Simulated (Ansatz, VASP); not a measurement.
One calculation of Mg, two programs

```
Mg
1.0
     0.00000    2.26014    2.26014
     2.26014    0.00000    2.26014
     2.26014    2.26014    0.00000
Mg
1
Direct
  0.00000 0.00000 0.00000
```

Alike in both runs: functional PBE; k mesh 8 × 8 × 8; occupations gaussian, width 0.1 eV; no spin polarisation.

Ansatz relaxed the structure, and its values are those at the end. VASP's run is a single point on that final structure, the one shown.

|  | VASP | Ansatz |
| --- | --- | --- |
| version | VASP 6.6.1 | Ansatz 0.2.0 |
| potentials or method | VASP PAW PBE potentials, release 64 (Mg), cutoff 600 eV | scalar-relativistic, plane waves, PAW |
| valence electrons in the cell | 2 | 10 |

|  | VASP | Ansatz | Ansatz less VASP |
| --- | --- | --- | --- |
| gap on the k mesh at the Fermi level (eV) | none | none | - |
| pressure (GPa) | 0.0 | 0.2 | +0.12 |

A gap of «none» marks a metal or a gap that the smearing closes. VASP's potentials hold 2 valence electrons a cell and Ansatz's 10, so a difference there can come from the potentials and not from the codes.
